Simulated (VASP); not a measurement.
# SbP3 (P-6c2) in VASP: notebook, part 2 of 2

VASP 6.6.1. The steps go on from the part before.

## (3) Relaxation of cell and atoms, PBE

File INCAR:

```
PREC     = Accurate       # precision mode
ENCUT    = 600            # plane-wave cutoff, eV
EDIFF    = 1E-6           # SCF threshold, eV
ISMEAR   = 0              # smearing method
SIGMA    = 0.1            # smearing width, eV
LREAL    = False          # projectors in reciprocal space
LASPH    = True           # aspherical terms in the spheres
NELM     = 100            # most SCF steps
ALGO     = Normal         # electronic algorithm
ISIF     = 3              # what is computed and relaxed
LWAVE    = False          # write WAVECAR
LCHARG   = False          # write CHGCAR
GGA      = PE             # functional
IBRION   = 2              # ionic algorithm
NSW      = 90             # ionic steps
EDIFFG   = -0.04          # ionic threshold
```

File KPOINTS:

```
Automatic mesh
0
Gamma
  6 6 4
```

File POSCAR:

```
SbP3
1.0
    5.1403693700      0.0000000000      0.0000000000
   -2.5701846800      4.4516904600      0.0000000000
    0.0000000000      0.0000000000      7.3987238800
Sb P
2 6
Direct
    0.3333333300      0.6666666700      0.5000000000
    0.3333333300      0.6666666700      0.0000000000
    0.0891516600      0.7886993100      0.7500000000
    0.2113006900      0.3004523500      0.7500000000
    0.6995476500      0.9108483400      0.7500000000
    0.6995476500      0.7886993100      0.2500000000
    0.2113006900      0.9108483400      0.2500000000
    0.0891516600      0.3004523500      0.2500000000
```

Potentials or basis: VASP PAW PBE potentials, release 64 (Sb, P).

Command:

```
$ cat potpaw_PBE.64/Sb/POTCAR potpaw_PBE.64/P/POTCAR > POTCAR
$ mpirun -np 1 vasp_std > vasp.out
```

OUTCAR:

```text
PREC = Accurate
   ENCUT = 600
   EDIFF = 1E-6
   ISMEAR = 0
   LREAL = False
   LASPH = True
   NELM = 100
   ISIF = 3
   GGA = PE
   IBRION = 2
   NSW = 90
   EDIFFG = -0.04

 ion  position               nearest neighbor table
   1  0.333  0.667  0.500-   7 2.49   3 2.49   8 2.49   5 2.49   4 2.49   6 2.49   2 3.70   2 3.70

   2  0.333  0.667  0.000-   7 2.49   3 2.49   8 2.49   5 2.49   4 2.49   6 2.49   1 3.70   1 3.70

   3  0.089  0.789  0.750-   5 2.38   4 2.38   2 2.49   1 2.49   4 2.88   5 2.88
   4  0.211  0.300  0.750-   3 2.38   5 2.38   1 2.49   2 2.49   3 2.88   5 2.88
   5  0.700  0.911  0.750-   3 2.38   4 2.38   2 2.49   1 2.49   3 2.88   4 2.88
   6  0.700  0.789  0.250-   7 2.38   8 2.38   1 2.49   2 2.49   7 2.88   8 2.88
   7  0.211  0.911  0.250-   8 2.38   6 2.38   1 2.49   2 2.49   6 2.88   8 2.88
   8  0.089  0.300  0.250-   7 2.38   6 2.38   1 2.49   2 2.49   7 2.88   6 2.88

  LATTYP: Found a hexagonal cell.
 ALAT       =     5.1403693700
 C/A-ratio  =     1.4393370101

  Lattice vectors:

 A1 = (   5.1403693700,   0.0000000000,   0.0000000000)
 A2 = (  -2.5701846800,   4.4516904600,   0.0000000000)
 A3 = (   0.0000000000,   0.0000000000,   7.3987238800)

Analysis of symmetry for initial positions (statically):
=====================================================================
 Subroutine PRICEL returns:
 Original cell was already a primitive cell.

 Routine SETGRP: Setting up the symmetry group for a
 hexagonal supercell.

 Subroutine GETGRP returns: Found 12 space group operations
 (whereof  6 operations were pure point group operations)
 out of a pool of 24 trial point group operations.

The static configuration has the point symmetry D_3 .
 The point group associated with its full space group is D_3h.

Analysis of symmetry for dynamics (positions and initial velocities):
=====================================================================
 Subroutine PRICEL returns:
 Original cell was already a primitive cell.

[... 132 lines left out ...]
   EFERMI_NEDOS =   21; number of points for ismear=-14 and -15
   IALGO  =     38    algorithm
   IMIX   =      4    mixing-type and parameters
     AMIX     =   0.40;   BMIX     =  1.00
     AMIX_MAG =   1.60;   BMIX_MAG =  1.00
  volume/ion in A,a.u.               =      21.16       142.82
  Fermi-wavevector in a.u.,A,eV,Ry     =   1.012052  1.912501 13.935755  1.024249
  Thomas-Fermi vector in A             =   2.145138
   LORBIT       =      0    0 simple, 1 ext, 2 COOP (PROOUT), +10 PAW based schemes
   GGA     = PE    functional components
   LHFCALC =     F    Hartree Fock is set to
   AEXX    =    0.0000 exact exchange contribution
   IVDW    =     0    specifies the selected vdW correction
   LEPSILON=     F    determine dielectric tensor
   LRPA    =     F    only Hartree local field effects (RPA)
 conjugate gradient relaxation of ions
 non-spin polarized calculation
 Gauss-broadening in eV      SIGMA  =   0.10
  energy-cutoff  :      600.00
  volume of cell :      169.31
 maximum number of plane-waves:      5694
 NGX is ok and might be reduce to    42
   NGX = 21   NGY = 21   NGZ = 29

--------------------------------------- Ionic step        1  -------------------------------------------

 number of electron      40.0000000 magnetization

 Free energy of the ion-electron system (eV)
  ---------------------------------------------------
  ext. energy  EPLUGINS =         0.00000000
  ---------------------------------------------------
  free energy    TOTEN  =       -33.72395300 eV

  energy without entropy =      -33.70219500  energy(sigma->0) =      -33.71307400

 E-fermi :   7.1825     XC(G=0):  -9.6070

 val. band max:        7.1337972748   @ k =   0.3333   0.0000   0.2500
 cond. band min:       7.1943088544   @ k =   0.1667   0.1667   0.2500
 fundamental gap:      0.0605115796
 Fermi energy:         7.1824660176

 k-point     1 :       0.0000    0.0000    0.0000
  band No.  band energies     occupation
      1      -8.6126      2.00000
      2      -7.1629      2.00000
      3      -4.4064      2.00000
      4      -2.9105      2.00000
      5      -2.5413      2.00000
      6      -2.5413      2.00000
[... 696 lines left out ...]
  FREE ENERGIE OF THE ION-ELECTRON SYSTEM (eV)
  ---------------------------------------------------
  free  energy   TOTEN  =       -37.4742361249 eV

  energy  without entropy=      -37.4610198304  energy(sigma->0) =      -37.46762798

[... ionic steps 4 to 21 ...]

--------------------------------------- Ionic step       22  -------------------------------------------

 number of electron      40.0000008 magnetization

------------------------ aborting loop because EDIFF is reached ----------------------------------------
[... 79 lines left out ...]
--------------------------------------- Ionic step       24  -------------------------------------------

 number of electron      40.0000007 magnetization

 Free energy of the ion-electron system (eV)
  ---------------------------------------------------
  ext. energy  EPLUGINS =         0.00000000
  ---------------------------------------------------
  free energy    TOTEN  =       -38.03742398 eV

  energy without entropy =      -38.02039788  energy(sigma->0) =      -38.02891093

 E-fermi :   4.5744     XC(G=0):  -8.4310

 val. band max:        4.5738542461   @ k =   0.0000   0.0000   0.0000
 cond. band min:       4.6059418811   @ k =   0.5000   0.0000   0.0000
 fundamental gap:      0.0320876350
 Fermi energy:         4.5743955744

 k-point     1 :       0.0000    0.0000    0.0000
  band No.  band energies     occupation
      1     -10.1424      2.00000
      2      -9.8902      2.00000
      3      -5.4200      2.00000
      4      -5.3843      2.00000
      5      -4.0494      2.00000
      6      -4.0494      2.00000
[... 612 lines left out ...]
  FREE ENERGIE OF THE ION-ELECTRON SYSTEM (eV)
  ---------------------------------------------------
  free  energy   TOTEN  =       -38.0374239813 eV

  energy  without entropy=      -38.0203978808  energy(sigma->0) =      -38.02891093

 reached required accuracy - stopping structural energy minimisation
```

Run time: 17 min. Hardware: 1 thread of Intel Xeon Platinum 8488C (Sapphire Rapids), shared host; peak memory 0.39 GiB.

What came out:

```
Free energy                           : -38.0374 eV
Relaxed volume                        : 27.39 Å³/atom
Relaxed cell                          : a = 5.299 Å, b = 5.299 Å, c = 9.010 Å, α = 90.00°, β = 90.00°, γ = 120.00°
Space group after relaxing (to 0.1 Å) : P-6m2 (No. 187)
Energy gained by relaxing             : 539.2 meV/atom
Ionic steps                           : 24
Pressure after relaxing               : 0.0 GPa
Largest force after relaxing          : 0.010 eV/Å
Band gap on the k mesh                : zero (bands 20 and 21 overlap by 0.67 eV)
```

Forces in eV/Å, atoms in the order of the input:
```
Sb   0.000  0.000  0.000
Sb   0.000  0.000  0.000
P    0.008 -0.006  0.000
P    0.001  0.010  0.000
P   -0.009 -0.004  0.000
P   -0.008 -0.006  0.000
P    0.009 -0.004  0.000
P   -0.001  0.010  0.000
```

Step by step:
```
step  energy change (eV)  largest force (eV/Å)  pressure (GPa)  volume (Å³)
   1              0.0000                2.8117           19.04       169.31
   2             -3.6338                1.3669           -5.31       237.71
   3             -3.7503                1.4941           -2.96       221.33
   4             -3.7550                1.4736           -3.35       223.52
   5             -4.1353                1.1454            1.61       213.79
   6             -4.2382                0.0905           -0.33       216.56
   7             -4.2383                0.1176           -0.24       216.42
   8             -4.2435                0.0908           -0.06       215.25
   9             -4.2477                0.0523            0.35       212.86
  10             -4.2515                0.0614            0.26       213.04
  11             -4.2584                0.1121            0.00       213.56
  12             -4.2514                0.2322           -0.52       214.54
  13             -4.2594                0.1398           -0.13       213.81
  14             -4.2617                0.0829            0.17       213.40
  15             -4.2619                0.0642            0.10       213.50
  16             -4.2645                0.0630            0.08       213.80
  17             -4.2718                0.0575            0.02       214.73
  18             -4.2836                0.0521           -0.15       216.58
  19             -4.2938                0.1685           -0.71       220.32
  20             -4.2949                0.1598           -0.68       220.29
  21             -4.2980                0.1357           -0.60       220.21
  22             -4.3030                0.0932           -0.46       220.05
  23             -4.3094                0.0309           -0.24       219.73
  24             -4.3135                0.0099            0.00       219.10
```

Final structure:
```cif
data_structure
_symmetry_space_group_name_H-M 'P 1'
_symmetry_Int_Tables_number 1
_cell_length_a 5.2991
_cell_length_b 5.2991
_cell_length_c 9.0097
_cell_angle_alpha 90.000
_cell_angle_beta 90.000
_cell_angle_gamma 120.000
_cell_volume 219.10
loop_
_atom_site_label
_atom_site_type_symbol
_atom_site_fract_x
_atom_site_fract_y
_atom_site_fract_z
_atom_site_occupancy
Sb1 Sb 0.33333 0.66667 0.50000 1
Sb2 Sb 0.33333 0.66667 0.00000 1
P1 P 0.13809 0.86345 0.75000 1
P2 P 0.13655 0.27464 0.75000 1
P3 P 0.72536 0.86191 0.75000 1
P4 P 0.72536 0.86345 0.25000 1
P5 P 0.13655 0.86191 0.25000 1
P6 P 0.13809 0.27464 0.25000 1
```

Caveat: the volume moved by over 15 % at a fixed basis, so the end points are rough; spin-orbit coupling is left out, which moves the levels of the heavy elements.
